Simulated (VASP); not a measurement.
**HfO2: single point with PBE**

Crystal: HfO2.

```
Hf O
1.0
     4.83828    0.00000    0.00000
     0.00000    4.83828    0.00000
     0.00000    0.00000    3.28441
Hf O
2 4
Direct
  0.00000 0.00000 0.00000
  0.50000 0.50000 0.50000
  0.30613 0.30613 0.00000
  0.19387 0.80613 0.50000
  0.80613 0.19387 0.50000
  0.69387 0.69387 0.00000
```

This cell differs from its parent crystal: uniaxial z strain +2.0%.

```json
{
 "Program": "VASP 6.6.1",
 "Task": "single point",
 "Functional": "PBE",
 "Potentials or basis": "VASP PAW PBE potentials, release 64 (Hf_pv, O)",
 "Cutoff": "520 eV",
 "k mesh": "6 × 6 × 8",
 "Occupations": "fermi-dirac, width 0.02 eV",
 "Spin": "no spin polarisation"
}
```

```json
{
 "Pressure": "-2.8 GPa",
 "Largest force": "0.011 eV/Å",
 "Band gap on the k mesh": "3.90 eV"
}
```

Forces in eV/Å, atoms in the order of the input:
```
Hf   0.000  0.000  0.000
Hf   0.000  0.000  0.000
O    0.008  0.008  0.000
O   -0.008  0.008  0.000
O    0.008 -0.008  0.000
O   -0.008 -0.008  0.000
```

Stress tensor (GPa, compression positive):
```
-0.69  0.00  0.00
 0.00 -0.69  0.00
 0.00  0.00 -7.14
```

Levels at points of the mesh, in eV from the valence-band top:
| k point | band 20 | band 21 | band 22 | band 23 | band 24 | band 25 |
| --- | --- | --- | --- | --- | --- | --- |
| (0.00, 0.00, 0.00) | -0.46 | -0.46 | 0.00 | 3.90 | 3.97 | 5.06 |
| (0.50, 0.00, 0.00) | -1.51 | -0.64 | -0.64 | 4.49 | 4.49 | 5.94 |
| (0.50, 0.50, 0.00) | -1.20 | -0.79 | -0.79 | 4.14 | 4.14 | 5.41 |
| (0.00, 0.00, 0.50) | -1.93 | -0.96 | -0.96 | 5.44 | 5.44 | 5.67 |
| (0.50, 0.00, 0.50) | -1.74 | -0.89 | -0.89 | 4.10 | 4.10 | 5.93 |
| (0.50, 0.50, 0.50) | -1.04 | -0.52 | -0.52 | 4.98 | 4.98 | 5.76 |

Run time: 50 s on 1 thread of Intel(R) Xeon(R) 6975P-C (Granite Rapids), with other jobs on the host, peak memory 0.24 GiB.

Caveat: the cell differs from its parent crystal (uniaxial z strain +2.0%); the stress differs along the axes, from -7 to -1 GPa; the structure was generated, so it needn't be the stable form of HfO2; spin-orbit coupling is left out, which moves the levels of the heavy elements. A k mesh can miss the band edges.
